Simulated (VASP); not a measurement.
Write the native input for VASP 6.6.1 that does the following.

```yaml
Task: single point
Functional: PBE
Potentials_or_basis: VASP PAW PBE potentials, release 64 (C)
Cutoff: 520 eV
k_mesh: 12 × 12 × 12
Occupations: gaussian, width 0.05 eV
Spin: no spin polarisation
Dipole_correction: no
Further_INCAR_settings: ALGO = Normal; EDIFF = 1e-07; NBANDS = 11
```

The structure of C lies in POSCAR:

```
C
1.0
    0.0000000000      1.7707790350      1.9035874626
    1.7707790350      0.0000000000      1.9035874626
    1.7707790350      1.7707790350      0.0000000000
C
2
Direct
    0.5000000000      0.5000000000      0.5000000000
    0.7500000000      0.7500000000      0.7500000000
```

This cell differs from its parent crystal: volume 5.969 Å^3 an atom, c/a of the conventional cell 1.0750.

The input as run:

INCAR

```
SYSTEM = C
PREC = Accurate
ENCUT = 520
EDIFF = 1E-7
ISMEAR = 0
SIGMA = 0.05
LREAL = .FALSE.
LASPH = .TRUE.
NELM = 80
ALGO = Normal
ISIF = 2
LWAVE = .FALSE.
LCHARG = .FALSE.
GGA = PE
NBANDS = 11
```

KPOINTS

```
Automatic mesh
0
G
  12 12 12
  0 0 0
```

Potentials or basis: VASP PAW PBE potentials, release 64 (C).

Run with:

```bash
$ cat potpaw_PBE.64/C/POTCAR > POTCAR
$ mpirun -np 1 vasp_std > vasp.out
```

It gave:

| Item | Value |
| --- | --- |
| Pressure | -17.9 GPa |
| Band gap on the k mesh | 3.16 eV, indirect (least direct gap 4.83 eV) |

Run time: 7.4 s on 1 thread of Intel(R) Xeon(R) 6975P-C (Granite Rapids), with other jobs on the host, peak memory 0.13 GiB.
